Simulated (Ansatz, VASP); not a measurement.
KI in VASP and in Ansatz

```
K I
1.0
     0.00000    3.54428    3.54428
     3.54428    0.00000    3.54428
     3.54428    3.54428    0.00000
K I
1 1
Direct
  0.00000 0.00000 0.00000
  0.50000 0.50000 0.50000
```

Alike in both runs: task single point; functional r2SCAN; k mesh 6 × 6 × 6; no spin polarisation.

|  | VASP | Ansatz |
| --- | --- | --- |
| version | VASP 6.6.1 | Ansatz 0.2.0 |
| potentials or method | VASP PAW PBE potentials, release 64 (K_sv, I) | plane waves, PAW |
| plane-wave cutoff (eV) | 520 | 500 |
| occupations | gaussian, width 0.01 eV | fixed |
| valence electrons in the cell | 16 | 26 |

|  | VASP | Ansatz | Ansatz less VASP |
| --- | --- | --- | --- |
| gap on the k mesh at the Fermi level (eV) | 4.58 | 4.59 | +0.003 |
| pressure (GPa) | 0.0 | 0.0 | 0.00 |

VASP's potentials were made for PBE, not for r2SCAN. VASP's potentials hold 16 valence electrons a cell and Ansatz's 26, so a difference there can come from the potentials and not from the codes.

Neither program's run includes spin-orbit coupling.
